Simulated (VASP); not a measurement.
# H9O4F in VASP: further runs, part 2 of 2

VASP 6.6.1. The steps go on from the part before.

## (5) Molecular dynamics, LDA

Contents of INCAR:

```
SYSTEM = H9O4F
ALGO     = Normal         ! electronic algorithm
EDIFF    = 1E-5           ! SCF threshold, eV
ENCUT    = 440            ! plane-wave cutoff, eV
GGA      = CA             ! functional
GGA_COMPAT= .False.      
IBRION   = 0              ! ionic algorithm
ISIF     = 2              ! what is computed and relaxed
ISMEAR   = -1             ! smearing method
ISYM     = 0            
LASPH    = .True.         ! aspherical terms in the spheres
LCHARG   = .False.        ! write CHGCAR
LREAL    = .False.        ! projectors in reciprocal space
LWAVE    = .False.        ! write WAVECAR
MAXMIX   = 40           
MDALGO   = 2            
NBANDS   = 33             ! bands
NELM     = 120            ! most SCF steps
NELMIN   = 4            
NSW      = 40             ! ionic steps
POTIM    = 0.75           ! step
PREC     = Normal         ! precision mode
RANDOM_SEED= 45128 0 0    
SIGMA    = 0.02           ! smearing width, eV
SMASS    = 0            
TEBEG    = 400.0        
TEEND    = 400.0
```

Contents of KPOINTS:

```
k-points
0
Gamma
  1 1 1
  0 0 0
```

Contents of POSCAR:

```
H9O4F
1.0
    5.5331330000      0.0000000000      0.0000000000
    0.0000000000      5.5331330000      0.0000000000
    0.0000000000      0.0000000000      5.5331330000
O H F
4 9 1
Direct
    0.3703510400      0.8013557200      0.5814360800
   -0.0046218500      0.7511806800      0.1622148800
    0.5791532500      0.3764428300      0.7111467600
    0.7340770200      0.2381987200      0.1241807000
    0.4780247900      0.9477388700      0.5724401900
    0.2621643200      0.8142158300      0.4352090900
    0.0393758700      0.7062122700      0.0023826200
   -0.0496353000      0.6105762600      0.2642853600
    0.5868936000      0.3603558400      0.8871967700
    0.4939662500      0.5247724100      0.6474054200
    0.7955629700      0.3162779700      0.2698959000
    0.7788756600      0.0683169200      0.1237466100
    0.7691887200      0.3951934900      0.6351967000
    0.9367750600      0.4604939100      0.5205337900
```

Potentials or basis: VASP PAW LDA potentials, release 64 (O, H, F).

Started as:

```sh
> cat potpaw_LDA.64/O/POTCAR potpaw_LDA.64/H/POTCAR potpaw_LDA.64/F/POTCAR > POTCAR
> mpirun -np 1 vasp_gam > vasp.out
```

OUTCAR:

```text
SYSTEM = H9O4F
   EDIFF = 1E-5
   ENCUT = 440
   GGA = CA
   IBRION = 0
   ISIF = 2
   ISMEAR = -1
   ISYM = 0
   LASPH = .True.
   LREAL = .False.
   NELM = 120
   NELMIN = 4
   NSW = 40
   POTIM = 0.75
   PREC = Normal
   TEBEG = 400.0

 ion  position               nearest neighbor table
   1  0.370  0.801  0.581-   5 1.01   6 1.01
   2  0.995  0.751  0.162-   7 0.95   8 0.99
   3  0.579  0.376  0.711-   9 0.98  10 1.01  13 1.14
   4  0.734  0.238  0.124-  12 0.97  11 0.98
   5  0.478  0.948  0.572-   1 1.01
   6  0.262  0.814  0.435-   1 1.01
   7  0.039  0.706  0.002-   2 0.95
   8  0.950  0.611  0.264-   2 0.99
   9  0.587  0.360  0.887-   3 0.98
  10  0.494  0.525  0.647-   3 1.01
  11  0.796  0.316  0.270-   4 0.98
  12  0.779  0.068  0.124-   4 0.97
  13  0.769  0.395  0.635-   3 1.14  14 1.18
  14  0.937  0.460  0.521-  13 1.18

IMPORTANT INFORMATION: All symmetrisations will be switched off!
NOSYMM: (Re-)initialisation of all symmetry stuff for point group C_1.

----------------------------------------------------------------------------------------

                                     Primitive cell

  volume of cell :     169.4000

  direct lattice vectors                    reciprocal lattice vectors
     5.533133000  0.000000000  0.000000000     0.180729435  0.000000000  0.000000000
     0.000000000  5.533133000  0.000000000     0.000000000  0.180729435  0.000000000
     0.000000000  0.000000000  5.533133000     0.000000000  0.000000000  0.180729435

  length of vectors
     5.533133000  5.533133000  5.533133000     0.180729435  0.180729435  0.180729435

  position of ions in fractional coordinates (direct lattice)
     0.370351040  0.801355720  0.581436080
     0.995378150  0.751180680  0.162214880
     0.579153250  0.376442830  0.711146760
     0.734077020  0.238198720  0.124180700
     0.478024790  0.947738870  0.572440190
     0.262164320  0.814215830  0.435209090
     0.039375870  0.706212270  0.002382620
     0.950364700  0.610576260  0.264285360
     0.586893600  0.360355840  0.887196770
     0.493966250  0.524772410  0.647405420
     0.795562970  0.316277970  0.269895900
     0.778875660  0.068316920  0.123746610
     0.769188720  0.395193490  0.635196700
     0.936775060  0.460493910  0.520533790

  ion indices of the primitive-cell ions
   primitive index   ion index
                 1           1
                 2           2
                 3           3
                 4           4
                 5           5
                 6           6
                 7           7
                 8           8
                 9           9
                10          10
                11          11
                12          12
                13          13
                14          14

----------------------------------------------------------------------------------------

 KPOINTS: k-points

Automatic generation of k-mesh.
 Grid dimensions read from file:
[... 35 lines left out ...]
   ISPIN  =      1    spin polarized calculation?
   LNONCOLLINEAR =      F non collinear calculations
   LSORBIT =      F    spin-orbit coupling
   LASPH  =      T    aspherical Exc in radial PAW
   ENCUT  =  440.0 eV  32.34 Ry    5.69 a.u.   9.46  9.46  9.46*2*pi/ulx,y,z
   NELM   =    120;   NELMIN=  4; NELMDL= -5     # of ELM steps
   EDIFF  = 0.1E-04   stopping-criterion for ELM
   LREAL  =      F    real-space projection
   EDIFFG = 0.1E-03   stopping-criterion for IOM
   NSW    =     40    number of steps for IOM
   IBRION =      0    ionic relax: 0-MD 1-quasi-New 2-CG
   NFREE  =      0    steps in history (QN), initial steepest desc. (CG)
   ISIF   =      2    stress and relaxation
   ISYM   =      0    0-nonsym 1-usesym 2-fastsym
   POTIM  = 0.7500    time-step for ionic-motion
   TEBEG  =  400.0;   TEEND  = 400.0 temperature during run
   PSTRESS=    0.0 pullay stress
   NELECT =      40.0000    total number of electrons
   NUPDOWN=      -1.0000    fix difference up-down
   EMIN   =  10.00;   EMAX   =-10.00  energy-range for DOS
   EFERMI =   0.00;   METHOD = LEGACY
   ISMEAR =    -1;   SIGMA  =   0.02  broadening in eV -4-tet -1-fermi 0-gaus
   EFERMI_NEDOS =   21; number of points for ismear=-14 and -15
   IALGO  =     38    algorithm
   IMIX   =      4    mixing-type and parameters
     AMIX     =   0.40;   BMIX     =  1.00
     AMIX_MAG =   1.60;   BMIX_MAG =  1.00
  volume/ion in A,a.u.               =      12.10        81.65
  Fermi-wavevector in a.u.,A,eV,Ry     =   1.011868  1.912153 13.930681  1.023876
  Thomas-Fermi vector in A             =   2.144943
   LORBIT       =      0    0 simple, 1 ext, 2 COOP (PROOUT), +10 PAW based schemes
   GGA     = CA    functional components
   LHFCALC =     F    Hartree Fock is set to
   AEXX    =    0.0000 exact exchange contribution
   IVDW    =     0    specifies the selected vdW correction
   LEPSILON=     F    determine dielectric tensor
   LRPA    =     F    only Hartree local field effects (RPA)
 molecular dynamics for ions
 non-spin polarized calculation
  energy-cutoff  :      440.00
  volume of cell :      169.40
 maximum number of plane-waves:      1788
   NGX = 19   NGY = 19   NGZ = 19

--------------------------------------- Ionic step        1  -------------------------------------------

 number of electron      40.0000063 magnetization

 Free energy of the ion-electron system (eV)
  ---------------------------------------------------
  ext. energy  EPLUGINS =         0.00000000
  ---------------------------------------------------
  free energy    TOTEN  =       -70.87799872 eV

  energy without entropy =      -70.87799872  energy(sigma->0) =      -70.87799872

------------------------ aborting loop because EDIFF is reached ----------------------------------------

  FORCE on cell =-STRESS in cart. coord.  units (eV):
  Direction    XX          YY          ZZ          XY          YZ          ZX
  --------------------------------------------------------------------------------------
  -------------------------------------------------------------------------------------
  Total       -1.3210624     -3.5553336     -1.0869209      0.0301013      0.6549322     -1.8964702
  in kB      -12.4945491    -33.6261864    -10.2800495      0.2846967      6.1943197    -17.9367305
  external PRESSURE =     -18.8002617 kB  Pullay stress =       0.0000000 kB
[... 151 lines left out ...]
  ENERGY OF THE ELECTRON-ION-THERMOSTAT SYSTEM (eV)
  ---------------------------------------------------
% ion-electron   TOTEN  =       -70.790668  see above
  kinetic energy EKIN   =         0.590442
  kin. lattice  EKIN_LAT=         0.000000  (temperature  351.37 K)
  nose potential ES     =        -0.000468
  nose kinetic   EPS    =         0.000036
  ---------------------------------------------------
  total energy   ETOTAL =       -70.200659 eV

[... ionic steps 4 to 37 ...]

--------------------------------------- Ionic step       38  -------------------------------------------

 number of electron      39.9999885 magnetization

------------------------ aborting loop because EDIFF is reached ----------------------------------------
[... 111 lines left out ...]
--------------------------------------- Ionic step       40  -------------------------------------------

 number of electron      39.9999951 magnetization

 Free energy of the ion-electron system (eV)
  ---------------------------------------------------
  ext. energy  EPLUGINS =         0.00000000
  ---------------------------------------------------
  free energy    TOTEN  =       -70.50710513 eV

  energy without entropy =      -70.50710513  energy(sigma->0) =      -70.50710513

 E-fermi :  -4.3431     XC(G=0):  -6.6526

 val. band max:       -4.8388890357   @ k =   0.0000   0.0000   0.0000
 cond. band min:      -0.0985486002   @ k =   0.0000   0.0000   0.0000
 fundamental gap:      4.7403404355
 Fermi energy:        -4.3431129396

 k-point     1 :       0.0000    0.0000    0.0000
  band No.  band energies     occupation
      1     -24.5960      2.00000
      2     -23.3663      2.00000
      3     -22.4412      2.00000
      4     -22.3340      2.00000
      5     -21.9714      2.00000
      6     -11.3170      2.00000
[... 24 lines left out ...]
     31       7.5717      0.00000
     32       7.8648      0.00000
 [bands above 32 left out]

------------------------ aborting loop because EDIFF is reached ----------------------------------------

  FORCE on cell =-STRESS in cart. coord.  units (eV):
  Direction    XX          YY          ZZ          XY          YZ          ZX
  --------------------------------------------------------------------------------------
  -------------------------------------------------------------------------------------
  Total       -4.4208197     -6.3181418     -5.8600651      0.8677591      0.7187547     -0.1804259
  in kB      -41.8119146    -59.7567027    -55.4242331      8.2072267      6.7979494     -1.7064598
  external PRESSURE =     -52.3309502 kB  Pullay stress =       0.0000000 kB
[... 35 lines left out ...]
  ENERGY OF THE ELECTRON-ION-THERMOSTAT SYSTEM (eV)
  ---------------------------------------------------
% ion-electron   TOTEN  =       -70.507105  see above
  kinetic energy EKIN   =         0.849350
  kin. lattice  EKIN_LAT=         0.000000  (temperature  505.45 K)
  nose potential ES     =        -0.550086
  nose kinetic   EPS    =         0.000513
  ---------------------------------------------------
  total energy   ETOTAL =       -70.207329 eV
```

Run time: 30 s. Hardware: 1 thread of Intel Xeon 6975P-C (Granite Rapids), shared host; peak memory 0.15 GiB.

The path:
| step | potential energy change (eV) | largest force (eV/Å) | pressure (GPa) | volume (Å³) | temperature (K) |
| --- | --- | --- | --- | --- | --- |
| 1 | 0.0000 | 1.7657 | -1.88 | 169.40 | 400 |
| 2 | 0.0306 | 1.7229 | -1.87 | 169.40 | 383 |
| 3 | 0.0873 | 2.5265 | -2.01 | 169.40 | 351 |
| 4 | 0.1173 | 2.8094 | -2.29 | 169.40 | 335 |
| 5 | 0.1046 | 2.3028 | -2.67 | 169.40 | 344 |
| 6 | 0.0845 | 1.8859 | -3.02 | 169.40 | 358 |
| 7 | 0.0927 | 1.6655 | -3.21 | 169.40 | 358 |
| 8 | 0.1317 | 1.8357 | -3.21 | 169.40 | 340 |
| 9 | 0.1867 | 1.9852 | -3.07 | 169.40 | 314 |
| 10 | 0.2385 | 2.1307 | -2.91 | 169.40 | 291 |
| 11 | 0.2548 | 2.4563 | -2.87 | 169.40 | 292 |
| 12 | 0.2108 | 2.2251 | -3.00 | 169.40 | 328 |
| 13 | 0.1333 | 1.9877 | -3.25 | 169.40 | 386 |
| 14 | 0.0843 | 1.6737 | -3.42 | 169.40 | 430 |
| 15 | 0.0973 | 1.5684 | -3.45 | 169.40 | 440 |
| 16 | 0.1521 | 1.8623 | -3.34 | 169.40 | 425 |
| 17 | 0.1991 | 2.4112 | -3.24 | 169.40 | 413 |
| 18 | 0.2014 | 2.6154 | -3.27 | 169.40 | 425 |
| 19 | 0.1710 | 1.9247 | -3.44 | 169.40 | 454 |
| 20 | 0.1598 | 2.3041 | -3.64 | 169.40 | 472 |
| 21 | 0.2087 | 2.1340 | -3.84 | 169.40 | 453 |
| 22 | 0.3136 | 2.6945 | -3.99 | 169.40 | 401 |
| 23 | 0.4208 | 3.3213 | -4.20 | 169.40 | 347 |
| 24 | 0.4712 | 2.9076 | -4.57 | 169.40 | 324 |
| 25 | 0.4623 | 2.5988 | -4.98 | 169.40 | 336 |
| 26 | 0.4349 | 2.4264 | -5.31 | 169.40 | 361 |
| 27 | 0.4207 | 2.3602 | -5.40 | 169.40 | 381 |
| 28 | 0.4259 | 2.8366 | -5.21 | 169.40 | 390 |
| 29 | 0.4417 | 3.8606 | -4.79 | 169.40 | 395 |
| 30 | 0.4427 | 4.6320 | -4.37 | 169.40 | 408 |
| 31 | 0.4005 | 4.2728 | -4.03 | 169.40 | 446 |
| 32 | 0.3392 | 2.7641 | -3.83 | 169.40 | 492 |
| 33 | 0.3304 | 2.2425 | -3.68 | 169.40 | 507 |
| 34 | 0.4010 | 2.6483 | -3.57 | 169.40 | 475 |
| 35 | 0.4941 | 3.5888 | -3.59 | 169.40 | 427 |
| 36 | 0.5382 | 4.2333 | -3.84 | 169.40 | 404 |
| 37 | 0.5222 | 4.1646 | -4.30 | 169.40 | 415 |
| 38 | 0.4754 | 3.6076 | -4.78 | 169.40 | 444 |
| 39 | 0.4218 | 2.8638 | -5.11 | 169.40 | 477 |
| 40 | 0.3709 | 2.1312 | -5.23 | 169.40 | 505 |

Caveat: the k points lie up to 1.14 Å⁻¹ apart; the cutoff is under 1.25 times the usual one of these potentials, so pressure, stress and relaxed cells hold a basis-set (Pulay) error.
